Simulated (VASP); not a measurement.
Here is a VASP 6.6.1 calculation.

File INCAR:

```
ALGO     = Fast           # electronic algorithm
EDIFF    = 1E-6           # SCF threshold, eV
ENCUT    = 520            # plane-wave cutoff, eV
ISIF     = 2              # what is computed and relaxed
ISMEAR   = 0              # smearing method
LASPH    = True           # aspherical terms in the spheres
LCHARG   = False          # write CHGCAR
LREAL    = False          # projectors in reciprocal space
LWAVE    = False          # write WAVECAR
NBANDS   = 11             # bands
NELM     = 80             # most SCF steps
PREC     = Accurate       # precision mode
SIGMA    = 0.15           # smearing width, eV
```

KPOINTS

```
k-points
0
Gamma
  14 14 14
```

The input POSCAR:

```
Ca
1.0
    3.3142235230      0.0000000000      0.0000000000
    0.0000000000      3.3142235230      0.0000000000
    0.0000000000      0.0000000000      3.4014399315
Ca
1
Direct
    0.0000000000      0.0000000000      0.0000000000
```

Potentials or basis: VASP PAW LDA potentials, release 64 (Ca_sv).

Command:

```console
$ cat potpaw_LDA.64/Ca_sv/POTCAR > POTCAR
$ mpirun -np 1 vasp_std > vasp.out
```

Task: Predict the pressure.

Result: 0.2 GPa.

Task: Estimate the band gap on the k mesh.

Result: Zero (band 5 reaches 2.65 eV, above the bottom of band 6 at 1.70 eV).

Stress tensor (GPa, compression positive):
```
 0.74  0.00  0.00
 0.00  0.74  0.00
 0.00  0.00 -0.91
```

Caveat: the cell differs from its parent crystal (strain -0.050 along x and y, -0.025 along z).
